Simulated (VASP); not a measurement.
# Na (P2_1/m) in VASP: further runs, part 2 of 2

VASP 6.6.1. Earlier steps stand in the parts before.

## (3) Single point, PBE (atoms displaced along a vibrational mode, the cell strained)

The input, INCAR:

```
SYSTEM = Na
ALGO = Fast ; EDIFF = 1E-6
ENCUT = 520 ; GGA = PE
ISIF = 2 ; ISMEAR = 0
LASPH = .True. ; LCHARG = .False.
LREAL = .False. ; LWAVE = .False.
NBANDS = 14 ; NELM = 60
PREC = Accurate ; SIGMA = 0.15
```

The input, KPOINTS:

```
k-points
0
Gamma
  15 15 8
  0 0 0
```

The input, POSCAR:

```
Na
1.0
    3.8947955076      0.0000000000      0.0000000000
   -1.9473977538      3.3729918521      0.0000000000
    0.0000000000      0.0000000000      6.1030356778
Na
2
Direct
    0.1464172299      0.6666666667      0.2500000000
    0.8535827701      0.3333333333      0.7500000000
```

Potentials or basis: VASP PAW PBE potentials, release 64 (Na_pv).

Launch:

```
$ cat potpaw_PBE.64/Na_pv/POTCAR > POTCAR
$ mpirun -np 1 vasp_std > vasp.out
```

Wall time 14 min (1 thread of Intel Xeon 8259CL, shared host); peak memory 0.55 GiB.

Results (log left out):

```yaml
Free_energy: -2.5239 eV
Pressure: -0.4 GPa
Largest_force: 0.165 eV/Å
Band_gap_on_the_k_mesh: zero (bands 7 and 8 overlap by 4.06 eV)
```

Forces in eV/Å, atoms in the order of the input:
```
Na   0.064  0.152  0.000
Na  -0.064 -0.152  0.000
```

Stress tensor (GPa, compression positive):
```
-1.18  0.33  0.00
 0.33 -0.65  0.00
 0.00  0.00  0.75
```

Levels at points of the mesh, in eV from the Fermi level:
```
           k point  band 5  band 6  band 7  band 8  band 9  band 10
(0.00, 0.00, 0.00)  -25.04  -25.03   -3.13    0.71    1.13     9.17
(0.00, 0.00, 0.50)  -25.04  -25.04   -2.09   -2.09    5.67     5.67
```

Caveat: the cell differs from its parent crystal (atoms displaced along a vibrational mode, the cell strained).

## (4) Single point, PBE (atoms displaced along a vibrational mode, the cell strained)

The input, INCAR:

```
PREC = Accurate ; ENCUT = 520
EDIFF = 1E-6 ; ISMEAR = 0
SIGMA = 0.15 ; LREAL = False
LASPH = True ; NELM = 80
ALGO = Fast ; ISIF = 2
LWAVE = False ; LCHARG = False
GGA = PE ; NBANDS = 14
```

The input, KPOINTS:

```
regular mesh
0
Gamma
  15 15 8
```

The input, POSCAR:

```
Na
1.0
    3.8947955076      0.0000000000      0.0000000000
   -1.9473977538      3.3729918521      0.0000000000
    0.0000000000      0.0000000000      6.1030356778
Na
2
Direct
    0.2087136969      0.6666666667      0.2500000000
    0.7912863031      0.3333333333      0.7500000000
```

Potentials or basis: VASP PAW PBE potentials, release 64 (Na_pv).

Launch:

```
$ cat potpaw_PBE.64/Na_pv/POTCAR > POTCAR
$ mpirun -np 1 vasp_std > vasp.out
```

OUTCAR:

```text
PREC = Accurate
   ENCUT = 520
   EDIFF = 1E-6
   ISMEAR = 0
   LREAL = False
   LASPH = True
   NELM = 80
   ISIF = 2
   GGA = PE

 ion  position               nearest neighbor table
   1  0.209  0.667  0.250-
   2  0.791  0.333  0.750-

  LATTYP: Found a hexagonal cell.
 ALAT       =     3.8947955076
 C/A-ratio  =     1.5669720441

  Lattice vectors:

 A1 = (   3.8947955076,   0.0000000000,   0.0000000000)
 A2 = (  -1.9473977538,   3.3729918521,   0.0000000000)
 A3 = (   0.0000000000,   0.0000000000,   6.1030356778)

Analysis of symmetry for initial positions (statically):
=====================================================================
 Subroutine PRICEL returns:
 Original cell was already a primitive cell.

 Routine SETGRP: Setting up the symmetry group for a
 hexagonal supercell.

 Subroutine GETGRP returns: Found  4 space group operations
 (whereof  2 operations were pure point group operations)
 out of a pool of 24 trial point group operations.

The static configuration has the point symmetry S_2 .
 The point group associated with its full space group is C_2h.
[... 176 lines left out ...]
      4     -24.8842      2.00000
      5     -24.8829      2.00000
      6     -24.8792      2.00000
      7      -3.0021      2.00000
      8       0.8375      0.00000
      9       1.2516      0.00000
     10       9.3245      0.00000
     11       9.3445      0.00000
     12       9.6780      0.00000
     13       9.7468      0.00000
     14       9.9633      0.00000
[... 377 lines left out ...]
      1     -24.9296      2.00000
      2     -24.8933      2.00000
      3     -24.8857      2.00000
      4     -24.8847      2.00000
      5     -24.8844      2.00000
      6     -24.8809      2.00000
      7      -2.8205      2.00000
      8       1.0003      0.00000
      9       1.4300      0.00000
     10       7.3772      0.00000
     11       7.4561      0.00000
     12       9.7448      0.00000
     13      10.0148      0.00000
     14      10.7477      0.00000

 [... further k-points ...]

------------------------ aborting loop because EDIFF is reached ----------------------------------------

  FORCE on cell =-STRESS in cart. coord.  units (eV):
  Direction    XX          YY          ZZ          XY          YZ          ZX
  --------------------------------------------------------------------------------------
  -------------------------------------------------------------------------------------
  Total       -0.4679406     -0.3205087      0.1399750      0.2289647      0.0000000      0.0000000
  in kB       -9.3509448     -6.4047842      2.7971455      4.5754447      0.0000000      0.0000000
  external PRESSURE =      -4.3195278 kB  Pullay stress =       0.0000000 kB

 VOLUME and BASIS-vectors are now :
 -----------------------------------------------------------------------------
  energy-cutoff  :      520.00
  volume of cell :       80.18
      direct lattice vectors                 reciprocal lattice vectors
     3.894795508  0.000000000  0.000000000     0.256752889  0.148236350  0.000000000
    -1.947397754  3.372991852  0.000000000     0.000000000  0.296472700  0.000000000
     0.000000000  0.000000000  6.103035678     0.000000000  0.000000000  0.163852884

 POSITION                                       TOTAL-FORCE (eV/Angst)
 -----------------------------------------------------------------------------------
     -0.48537      2.24866      1.52576         0.087430      0.088281      0.000000
      2.43277      1.12433      4.57728        -0.087430     -0.088281      0.000000
 -----------------------------------------------------------------------------------
    total drift:                               -0.000000      0.000000      0.000000

  FREE ENERGIE OF THE ION-ELECTRON SYSTEM (eV)
  ---------------------------------------------------
  free  energy   TOTEN  =        -2.5626454068 eV

  energy  without entropy=       -2.5505998623  energy(sigma->0) =       -2.55662263
```

stdout:

```text
POSCAR found type information on POSCAR Na
 POSCAR found :  1 types and       2 ions
 scaLAPACK will be used
 LDA part: xc-table for (Slater+PW92), standard interpolation
 POSCAR, INCAR and KPOINTS ok, starting setup
 FFT: planning ... GRIDC
 FFT: planning ... GRID_SOFT
 FFT: planning ... GRID
 WAVECAR not read
 entering main loop
```

It took 13 min on 1 thread of Intel Xeon 8259CL, shared host; peak memory 0.55 GiB.

What came out:

| Property | Result |
| --- | --- |
| Free energy | -2.5626 eV |
| Pressure | -0.4 GPa |
| Largest force | 0.124 eV/Å |
| Band gap on the k mesh | zero (bands 7 and 8 overlap by 4.04 eV) |

Forces in eV/Å, atoms in the order of the input:
```
Na   0.087  0.088  0.000
Na  -0.087 -0.088  0.000
```

Levels at points of the mesh, in eV from the Fermi level:
| k point | band 5 | band 6 | band 7 | band 8 | band 9 | band 10 |
| --- | --- | --- | --- | --- | --- | --- |
| (0.00, 0.00, 0.00) | -25.01 | -25.00 | -3.13 | 0.71 | 1.13 | 9.20 |
| (0.00, 0.00, 0.50) | -25.01 | -25.01 | -2.09 | -2.09 | 5.69 | 5.69 |

Caveat: the cell differs from its parent crystal (atoms displaced along a vibrational mode, the cell strained).

## (5) Single point, PBE (atoms displaced along a vibrational mode)

The input, INCAR:

```
SYSTEM = Na
ALGO = Fast
EDIFF = 1E-7
ENCUT = 520
GGA = PE
ISIF = 2
ISMEAR = 0
LASPH = .True.
LCHARG = .False.
LREAL = .False.
LWAVE = .False.
NBANDS = 14
NELM = 100
PREC = Accurate
SIGMA = 0.15
```

The input, KPOINTS:

```
k-points
0
Gamma
  15 15 8
  0 0 0
```

The input, POSCAR:

```
Na
1.0
    3.7449956804      0.0000000000      0.0000000000
   -1.8724978402      3.2432613963      0.0000000000
    0.0000000000      0.0000000000      6.1030356778
Na
2
Direct
    0.2710368663      0.6666666667      0.2500000000
    0.7289631337      0.3333333333      0.7500000000
```

Launch:

```
$ cat potpaw_PBE.64/Na_pv/POTCAR > POTCAR
$ mpirun -np 1 vasp_std > vasp.out
```

Run time: 2.6 min. Hardware: 1 thread of Intel Xeon 6975P-C (Granite Rapids), shared host; peak memory 0.51 GiB.

It converged, with:

| Property | Result |
| --- | --- |
| Free energy | -2.6138 eV |
| Pressure | 0.0 GPa |
| Largest force | 0.060 eV/Å |
| Band gap on the k mesh | zero (bands 7 and 8 overlap by 4.33 eV) |

Forces on the atoms (eV/Å):
```
Na   0.055  0.024  0.000
Na  -0.055 -0.024  0.000
```

Stress tensor (GPa, compression positive):
```
-0.07  0.33  0.00
 0.33  0.02  0.00
 0.00  0.00  0.18
```

Levels at points of the mesh, in eV from the Fermi level:
| k point | band 3 | band 4 | band 5 | band 6 | band 7 | band 8 | band 9 | band 10 | band 11 | band 12 |
| --- | --- | --- | --- | --- | --- | --- | --- | --- | --- | --- |
| (0.00, 0.00, 0.00) | -24.92 | -24.92 | -24.92 | -24.92 | -3.29 | 0.55 | 0.96 | 9.90 | 10.02 | 10.13 |
| (0.00, 0.00, 0.50) | -24.92 | -24.92 | -24.92 | -24.92 | -2.26 | -2.26 | 5.53 | 5.53 | 10.51 | 10.51 |

Caveat: the cell differs from its parent crystal (atoms displaced along a vibrational mode).

## (6) Single point, PBE (atoms displaced along a vibrational mode, the cell strained)

The input, INCAR:

```
SYSTEM = Na
  PREC = Accurate
  ENCUT = 520
  EDIFF = 1E-7
  ISMEAR = 0
  SIGMA = 0.15
  LREAL = .FALSE.
  LASPH = .TRUE.
  NELM = 60
  ALGO = Fast
  ISIF = 2
  LWAVE = .FALSE.
  LCHARG = .FALSE.
  GGA = PE
  NBANDS = 14
```

The input, KPOINTS:

```
Automatic mesh
0
G
  15 15 8
  0 0 0
```

The input, POSCAR:

```
Na
1.0
    3.7948041230      0.0000000000      0.0000000000
   -1.8974020615      3.2863967729      0.0000000000
    0.0000000000      0.0000000000      6.1030356778
Na
2
Direct
    0.1464172299      0.6666666667      0.2500000000
    0.8535827701      0.3333333333      0.7500000000
```

Potentials or basis: VASP PAW PBE potentials, release 64 (Na_pv).

Launch:

```
$ cat potpaw_PBE.64/Na_pv/POTCAR > POTCAR
$ mpirun -np 1 vasp_std > vasp.out
```

Wall time 2.7 min (1 thread of Intel Xeon 6975P-C (Granite Rapids), shared host); peak memory 0.52 GiB.

Results (log left out):

| Property | Result |
| --- | --- |
| Free energy | -2.5423 eV |
| Pressure | 0.0 GPa |
| Largest force | 0.155 eV/Å |
| Band gap on the k mesh | zero (bands 7 and 8 overlap by 4.26 eV) |

Forces in eV/Å, atoms in the order of the input:
```
Na   0.060  0.143  0.000
Na  -0.060 -0.143  0.000
```

Stress tensor (GPa, compression positive):
```
-0.79  0.33  0.00
 0.33 -0.26  0.00
 0.00  0.00  0.96
```

Levels at points of the mesh, in eV from the Fermi level:
```csv
k point,band 4,band 5,band 6,band 7,band 8,band 9,band 10,band 11
"(0.00, 0.00, 0.00)",-24.99,-24.99,-24.99,-3.24,0.60,1.03,9.59,9.78
"(0.00, 0.00, 0.50)",-24.99,-24.99,-24.99,-2.20,-2.20,5.57,5.57,10.36
```

Caveat: the cell differs from its parent crystal (atoms displaced along a vibrational mode, the cell strained).

## (7) The runs side by side

```csv
cell,further INCAR settings,gap on the mesh (eV),pressure (GPa),largest force (eV/Å)
"a = 3.895, b = 3.895, c = 6.103 Å, angles 90.0, 90.0, 120.0°, 2 atoms, atomic positions A",ALGO = Fast; EDIFF = 1e-06; NBANDS = 14,none,-0.5,0.07
"a = 3.895, b = 3.895, c = 6.103 Å, angles 90.0, 90.0, 120.0°, 2 atoms, atomic positions B",ALGO = Fast; EDIFF = 1e-06; NBANDS = 14,none,-0.4,0.16
"a = 3.895, b = 3.895, c = 6.103 Å, angles 90.0, 90.0, 120.0°, 2 atoms, atomic positions C",ALGO = Fast; EDIFF = 1e-06; NBANDS = 14,none,-0.4,0.12
"a = 3.745, b = 3.745, c = 6.103 Å, angles 90.0, 90.0, 120.0°, 2 atoms, atomic positions A",ALGO = Fast; EDIFF = 1e-07; NBANDS = 14,none,0.0,0.06
"a = 3.795, b = 3.795, c = 6.103 Å, angles 90.0, 90.0, 120.0°, 2 atoms, atomic positions B",ALGO = Fast; EDIFF = 1e-07; NBANDS = 14,none,0.0,0.15
```

Alike in all rows: task single point; level PBE; potentials or basis VASP PAW PBE potentials, release 64 (Na_pv); no spin polarisation; k mesh 15 × 15 × 8; cutoff (eV) 520; smearing gaussian 0.15 eV.

Absolute energies hang on the potentials; compare differences alone.
